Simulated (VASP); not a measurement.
# TiB (F-43m) in VASP: single point with LDA

Aim: the single point of TiB with LDA.

All numbers are computed with VASP 6.6.1; they aren't measurements. Logs are shortened: lines on timing, memory, paths and dates and some standing lists are left out, and cuts for length are marked.

## (1) The cell of the first run

The structure is cubic, space group F-43m (No. 216). The conventional cell has a = 4.202 Å, b = 4.202 Å, c = 4.202 Å, α = 90.00°, β = 90.00°, γ = 90.00°. Ti (site symmetry -43m) has 4 B at 1.82 Å within 2.4 Å. Within 2.4 Å of B (site symmetry -43m) lie 4 Ti at 1.82 Å.

## (2) Single point, LDA

Contents of INCAR:

```
PREC     = Accurate       # precision mode
ENCUT    = 520            # plane-wave cutoff, eV
EDIFF    = 1E-6           # SCF threshold, eV
ISMEAR   = 0              # smearing method
SIGMA    = 0.15           # smearing width, eV
LREAL    = F              # projectors in reciprocal space
LASPH    = T              # aspherical terms in the spheres
NELM     = 100            # most SCF steps
ALGO     = Normal         # electronic algorithm
ISIF     = 2              # what is computed and relaxed
LWAVE    = F              # write WAVECAR
LCHARG   = T              # write CHGCAR
LELF     = T              # ELF
LVHAR    = T            
NBANDS   = 14             # bands
```

Contents of KPOINTS:

```
Automatic mesh
0
Gamma
  20 20 20
```

Contents of POSCAR:

```
TiB
1.0
    0.0000000000      2.1010000000      2.1010000000
    2.1010000000      0.0000000000      2.1010000000
    2.1010000000      2.1010000000      0.0000000000
Ti B
1 1
Direct
    0.7500000000      0.7500000000      0.7500000000
    0.0000000000      0.0000000000      0.0000000000
```

Potentials or basis: VASP PAW LDA potentials, release 64 (Ti_sv, B).

Run with:

```bash
> cat potpaw_LDA.64/Ti_sv/POTCAR potpaw_LDA.64/B/POTCAR > POTCAR
> mpirun -np 1 vasp_std > vasp.out
```

OUTCAR:

```text
PREC = Accurate
   ENCUT = 520
   EDIFF = 1E-6
   ISMEAR = 0
   LREAL = F
   LASPH = T
   NELM = 100
   ISIF = 2

 ion  position               nearest neighbor table
   1  0.750  0.750  0.750-   2 1.82   2 1.82   2 1.82   2 1.82
   2  0.000  0.000  0.000-   1 1.82   1 1.82   1 1.82   1 1.82

  LATTYP: Found a face centered cubic cell.
 ALAT       =     4.2020000000

  Lattice vectors:

 A1 = (   0.0000000000,   2.1010000000,   2.1010000000)
 A2 = (   2.1010000000,   0.0000000000,   2.1010000000)
 A3 = (   2.1010000000,   2.1010000000,   0.0000000000)

Analysis of symmetry for initial positions (statically):
=====================================================================
 Subroutine PRICEL returns:
 Original cell was already a primitive cell.

 Routine SETGRP: Setting up the symmetry group for a
 face centered cubic supercell.

 Subroutine GETGRP returns: Found 24 space group operations
 (whereof 24 operations were pure point group operations)
 out of a pool of 48 trial point group operations.

The static configuration has the point symmetry T_d .

Analysis of symmetry for dynamics (positions and initial velocities):
=====================================================================
 Subroutine PRICEL returns:
 Original cell was already a primitive cell.

 Routine SETGRP: Setting up the symmetry group for a
 face centered cubic supercell.

 Subroutine GETGRP returns: Found 24 space group operations
 (whereof 24 operations were pure point group operations)
 out of a pool of 48 trial point group operations.

The dynamic configuration has the point symmetry T_d .

 Subroutine INISYM returns: Found 24 space group operations
 (whereof 24 operations are pure point group operations),
 and found     1 'primitive' translations

----------------------------------------------------------------------------------------

                                     Primitive cell

  volume of cell :      18.5485

  direct lattice vectors                    reciprocal lattice vectors
     0.000000000  2.101000000  2.101000000    -0.237981913  0.237981913  0.237981913
     2.101000000  0.000000000  2.101000000     0.237981913 -0.237981913  0.237981913
     2.101000000  2.101000000  0.000000000     0.237981913  0.237981913 -0.237981913

  length of vectors
     2.971262695  2.971262695  2.971262695     0.412196765  0.412196765  0.412196765

  position of ions in fractional coordinates (direct lattice)
     0.750000000  0.750000000  0.750000000
     0.000000000  0.000000000  0.000000000

  ion indices of the primitive-cell ions
   primitive index   ion index
                 1           1
                 2           2

----------------------------------------------------------------------------------------

 KPOINTS: Automatic mesh

Automatic generation of k-mesh.
 Grid dimensions read from file:
 generate k-points for:   20   20   20

 Generating k-lattice:

  Cartesian coordinates                     Fractional coordinates (reciprocal lattice)
    -0.011899096  0.011899096  0.011899096     0.050000000  0.000000000  0.000000000
     0.011899096 -0.011899096  0.011899096     0.000000000  0.050000000  0.000000000
     0.011899096  0.011899096 -0.011899096     0.000000000  0.000000000  0.050000000

  Length of vectors
     0.020609838  0.020609838  0.020609838

  Shift w.r.t. Gamma in fractional coordinates (k-lattice)
     0.000000000  0.000000000  0.000000000

 Subroutine IBZKPT returns following result:
 ===========================================

 Found    256 irreducible k-points:

 Following reciprocal coordinates:
            Coordinates               Weight
  0.000000  0.000000  0.000000      1.000000
  0.050000  0.000000  0.000000      8.000000
  0.100000  0.000000  0.000000      8.000000
  0.150000  0.000000  0.000000      8.000000
  0.200000  0.000000  0.000000      8.000000
  0.250000  0.000000  0.000000      8.000000
[... 16 lines left out ...]
 -0.400000  0.050000  0.000000     24.000000
 -0.350000  0.050000  0.000000     24.000000
 [... further k-points ...]
   k-points           NKPTS =    256   k-points in BZ     NKDIM =    256   number of bands    NBANDS=     14
   number of dos      NEDOS =    301   number of ions     NIONS =      2
   total plane-waves  NPLWV =  13824
   dimension x,y,z NGX =    24 NGY =   24 NGZ =   24
   dimension x,y,z NGXF=    48 NGYF=   48 NGZF=   48
   ions per type =               1   1
   NGX,Y,Z   is equivalent  to a cutoff of  13.43, 13.43, 13.43 a.u.
   NGXF,Y,Z  is equivalent  to a cutoff of  26.86, 26.86, 26.86 a.u.
 SYSTEM =  unknown system
   PREC   = accura    normal or accurate (medium, high low for compatibility)
   ISTART =      0    job   : 0-new  1-cont  2-samecut
   ICHARG =      2    charge: 1-file 2-atom 10-const
   ISPIN  =      1    spin polarized calculation?
   LNONCOLLINEAR =      F non collinear calculations
   LSORBIT =      F    spin-orbit coupling
   LASPH  =      T    aspherical Exc in radial PAW
   ENCUT  =  520.0 eV  38.22 Ry    6.18 a.u.   5.52  5.52  5.52*2*pi/ulx,y,z
   NELM   =    100;   NELMIN=  2; NELMDL= -5     # of ELM steps
   EDIFF  = 0.1E-05   stopping-criterion for ELM
   LREAL  =      F    real-space projection
   EDIFFG = 0.1E-04   stopping-criterion for IOM
   NSW    =      0    number of steps for IOM
   IBRION =     -1    ionic relax: 0-MD 1-quasi-New 2-CG
   NFREE  =      0    steps in history (QN), initial steepest desc. (CG)
   ISIF   =      2    stress and relaxation
   ISYM   =      2    0-nonsym 1-usesym 2-fastsym
   POTIM  = 0.5000    time-step for ionic-motion
   TEBEG  =    0.0;   TEEND  =   0.0 temperature during run
   PSTRESS=    0.0 pullay stress
   NELECT =      15.0000    total number of electrons
   NUPDOWN=      -1.0000    fix difference up-down
   EMIN   =  10.00;   EMAX   =-10.00  energy-range for DOS
   EFERMI =   0.00;   METHOD = LEGACY
   ISMEAR =     0;   SIGMA  =   0.15  broadening in eV -4-tet -1-fermi 0-gaus
   EFERMI_NEDOS =   21; number of points for ismear=-14 and -15
   IALGO  =     38    algorithm
   IMIX   =      4    mixing-type and parameters
     AMIX     =   0.40;   BMIX     =  1.00
     AMIX_MAG =   1.60;   BMIX_MAG =  1.00
  volume/ion in A,a.u.               =       9.27        62.59
  Fermi-wavevector in a.u.,A,eV,Ry     =   1.525232  2.882270 31.651671  2.326332
  Thomas-Fermi vector in A             =   2.633430
   LORBIT       =      0    0 simple, 1 ext, 2 COOP (PROOUT), +10 PAW based schemes
   GGA     = CA    functional components
   LHFCALC =     F    Hartree Fock is set to
   AEXX    =    0.0000 exact exchange contribution
   IVDW    =     0    specifies the selected vdW correction
   LEPSILON=     F    determine dielectric tensor
   LRPA    =     F    only Hartree local field effects (RPA)
 non-spin polarized calculation
 Gauss-broadening in eV      SIGMA  =   0.15
  energy-cutoff  :      520.00
  volume of cell :       18.55
 maximum number of plane-waves:       531
 NGX is ok and might be reduce to    24
   NGX = 11   NGY = 11   NGZ = 11

 number of electron      14.9999998 magnetization

 Free energy of the ion-electron system (eV)
  ---------------------------------------------------
  ext. energy  EPLUGINS =         0.00000000
  ---------------------------------------------------
  free energy    TOTEN  =       -12.01394500 eV

  energy without entropy =      -12.00536778  energy(sigma->0) =      -12.00965639

 E-fermi :   9.1870     XC(G=0): -13.0019

 val. band max:        9.1665020241   @ k =  -0.4000   0.3500   0.0000
 cond. band min:       9.1887143932   @ k =  -0.3000   0.3000   0.0500
 fundamental gap:      0.0222123691
 Fermi energy:         9.1869943615

 k-point     1 :       0.0000    0.0000    0.0000
  band No.  band energies     occupation
      1     -45.0178      2.00000
      2     -21.4839      2.00000
      3     -21.4839      2.00000
      4     -21.4839      2.00000
      5       0.3309      2.00000
      6       7.2506      2.00000
      7       7.2506      2.00000
      8       7.2506      2.00000
      9      12.4036      0.00000
     10      12.4036      0.00000
     11      21.5698      0.00000
     12      21.9206      0.00000
     13      21.9206      0.00000
     14      21.9206      0.00000

 k-point     2 :       0.0500    0.0000    0.0000
  band No.  band energies     occupation
      1     -45.0149      2.00000
      2     -21.5045      2.00000
      3     -21.4869      2.00000
      4     -21.4869      2.00000
      5       0.4023      2.00000
      6       7.2224      2.00000
      7       7.2827      2.00000
      8       7.2827      2.00000
      9      12.3727      0.00000
     10      12.3727      0.00000
     11      21.5650      0.00000
     12      21.8789      0.00000
     13      21.9405      0.00000
     14      21.9405      0.00000

 k-point     3 :       0.1000    0.0000    0.0000
  band No.  band energies     occupation
      1     -45.0063      2.00000
      2     -21.5638      2.00000
      3     -21.4954      2.00000
      4     -21.4954      2.00000
      5       0.6122      2.00000
      6       7.1432      2.00000
      7       7.3735      2.00000
      8       7.3735      2.00000
      9      12.2944      0.00000
     10      12.2944      0.00000
     11      21.2292      0.00000
     12      21.9738      0.00000
     13      21.9738      0.00000
     14      22.0834      0.00000

 k-point     4 :       0.1500    0.0000    0.0000
  band No.  band energies     occupation
      1     -44.9929      2.00000
      2     -21.6554      2.00000
      3     -21.5087      2.00000
      4     -21.5087      2.00000
      5       0.9478      2.00000
      6       7.0278      2.00000
      7       7.5064      2.00000
      8       7.5064      2.00000
      9      12.2072      0.00000
     10      12.2072      0.00000
     11      20.5862      0.00000
     12      21.9524      0.00000
     13      21.9524      0.00000
     14      22.5103      0.00000

 k-point     5 :       0.2000    0.0000    0.0000
  band No.  band energies     occupation
      1     -44.9760      2.00000
      2     -21.7693      2.00000
      3     -21.5254      2.00000
      4     -21.5254      2.00000
      5       1.3875      2.00000
      6       6.8975      2.00000
      7       7.6548      2.00000
      8       7.6548      2.00000
      9      12.1623      0.00000
     10      12.1623      0.00000
     11      19.7469      0.00000
[... 276 lines left out ...]
 k-point    22 :      -0.4500    0.0500    0.0000
  band No.  band energies     occupation
      1     -44.8957      2.00000
      2     -22.2698      2.00000
      3     -21.6175      2.00000
      4     -21.6029      2.00000
      5       3.7221      2.00000
      6       6.7666      2.00000
      7       7.9097      2.00000
      8       7.9898      2.00000
      9      13.1681      0.00000
     10      13.3824      0.00000
     11      15.1090      0.00000
     12      19.1916      0.00000
     13      19.3938      0.00000
     14      21.6281      0.00000

 k-point    23 :      -0.4000    0.0500    0.0000
  band No.  band energies     occupation
      1     -44.9026      2.00000
      2     -22.2277      2.00000
      3     -21.6143      2.00000
      4     -21.5928      2.00000
      5       3.5162      2.00000
      6       6.7113      2.00000
      7       7.9100      2.00000
      8       7.9894      2.00000
      9      12.8483      0.00000
     10      13.2678      0.00000
     11      15.5774      0.00000
     12      19.4187      0.00000
     13      19.8512      0.00000
     14      21.7762      0.00000

 k-point    24 :      -0.3500    0.0500    0.0000
  band No.  band energies     occupation
      1     -44.9146      2.00000
      2     -22.1531      2.00000
      3     -21.6054      2.00000
      4     -21.5782      2.00000
      5       3.1496      2.00000
      6       6.6641      2.00000
      7       7.9078      2.00000
      8       7.9784      2.00000
      9      12.4831      0.00000
     10      13.0140      0.00000
     11      16.3585      0.00000
     12      19.8702      0.00000
     13      20.4465      0.00000
     14      22.0576      0.00000

 [... further k-points ...]

------------------------ aborting loop because EDIFF is reached ----------------------------------------

  FORCE on cell =-STRESS in cart. coord.  units (eV):
  Direction    XX          YY          ZZ          XY          YZ          ZX
  --------------------------------------------------------------------------------------
  -------------------------------------------------------------------------------------
  Total       12.2277927     12.2277927     12.2277927      0.0000000      0.0000000     -0.0000000
  in kB     1056.2105416   1056.2105416   1056.2105416      0.0000000      0.0000000     -0.0000000
  external PRESSURE =    1056.2105416 kB  Pullay stress =       0.0000000 kB

 VOLUME and BASIS-vectors are now :
 -----------------------------------------------------------------------------
  energy-cutoff  :      520.00
  volume of cell :       18.55
      direct lattice vectors                 reciprocal lattice vectors
     0.000000000  2.101000000  2.101000000    -0.237981913  0.237981913  0.237981913
     2.101000000  0.000000000  2.101000000     0.237981913 -0.237981913  0.237981913
     2.101000000  2.101000000  0.000000000     0.237981913  0.237981913 -0.237981913

 POSITION                                       TOTAL-FORCE (eV/Angst)
 -----------------------------------------------------------------------------------
      3.15150      3.15150      3.15150         0.000000      0.000000      0.000000
      0.00000      0.00000      0.00000        -0.000000     -0.000000     -0.000000
 -----------------------------------------------------------------------------------
    total drift:                                0.000001      0.000001      0.000001

  FREE ENERGIE OF THE ION-ELECTRON SYSTEM (eV)
  ---------------------------------------------------
  free  energy   TOTEN  =       -12.0139449990 eV

  energy  without entropy=      -12.0053677781  energy(sigma->0) =      -12.00965639
```

Run time: 40 s. Hardware: 1 thread of Intel Xeon Platinum 8259CL at 2.50GHz (Skylake/Cascade Lake), shared host; peak memory 0.19 GiB.

What came out:

```
Free energy            : -12.0139 eV
Pressure               : 105.6 GPa
Band gap on the k mesh : zero (an odd number of electrons rules out a gap without spin polarisation)
```

Levels at points of the mesh, in eV from the Fermi level:
```csv
k point,band 6,band 7,band 8,band 9,band 10,band 11
"(0.00, 0.00, 0.00)",-1.94,-1.94,-1.94,3.22,3.22,12.38
"(0.50, 0.00, 0.00)",-2.39,-1.25,-1.25,4.14,4.14,5.91
"(0.50, 0.50, 0.00)",-4.13,1.12,1.92,1.92,4.67,6.12
```

Caveat: the cell stands under pressure.
